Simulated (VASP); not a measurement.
KHf2BiO6:

```
Bi Hf K O
1.0
     0.00000    4.06120    4.06120
     4.06120    0.00000    4.06120
     4.06120    4.06120    0.00000
Bi Hf K O
1 2 1 6
Direct
  0.00000 0.00000 0.00000
  0.75000 0.75000 0.75000
  0.25000 0.25000 0.25000
  0.50000 0.50000 0.50000
  0.00000 0.50000 0.00000
  0.50000 0.00000 0.50000
  0.50000 0.00000 0.00000
  0.00000 0.50000 0.50000
  0.00000 0.00000 0.50000
  0.50000 0.50000 0.00000
```

```yaml
Program: VASP 6.6.1
Task: relaxation of cell and atoms
Functional: PBEsol
Potentials_or_basis: VASP PAW PBE potentials, release 64 (Bi_d, Hf_pv, K_sv, O)
Cutoff: 840 eV
k_mesh: 6 × 6 × 6
Occupations: gaussian, width 0.03 eV
Spin: no spin polarisation
```

At the start: pressure 3.3 GPa; volume 13.40 Å³/atom.

Task: Where does the relaxation end?

Result: Over 5 steps the energy falls by 2.6 meV/atom and the volume is 13.64 Å³/atom (+1.8 %); space group Fm-3m (No. 225, to 0.1 Å) before and after.

Step by step:
```tsv
step	energy change (eV)	largest force (eV/Å)	pressure (GPa)	volume (Å³)
1	0.0000	0.0000	3.31	133.97
2	0.0111	0.0000	-3.71	139.41
3	-0.0247	0.0000	-0.02	136.40
4	-0.0257	0.0000	-0.01	136.40
5	-0.0257	0.0000	-0.01	136.40
```

Final structure:
```
CELL_PARAMETERS angstrom
0.00000 4.08563 4.08563
4.08563 0.00000 4.08563
4.08563 4.08563 0.00000
ATOMIC_POSITIONS crystal
Bi 0.00000 0.00000 0.00000
Hf 0.75000 0.75000 0.75000
Hf 0.25000 0.25000 0.25000
K 0.50000 0.50000 0.50000
O 0.00000 0.50000 0.00000
O 0.50000 0.00000 0.50000
O 0.50000 0.00000 0.00000
O 0.00000 0.50000 0.50000
O 0.00000 0.00000 0.50000
O 0.50000 0.50000 0.00000
```

Where two steps share one volume, the run began anew on that cell with a basis built for it.

Caveat: the PAW data sets were made with another functional, which shifts forces and pressure a little.
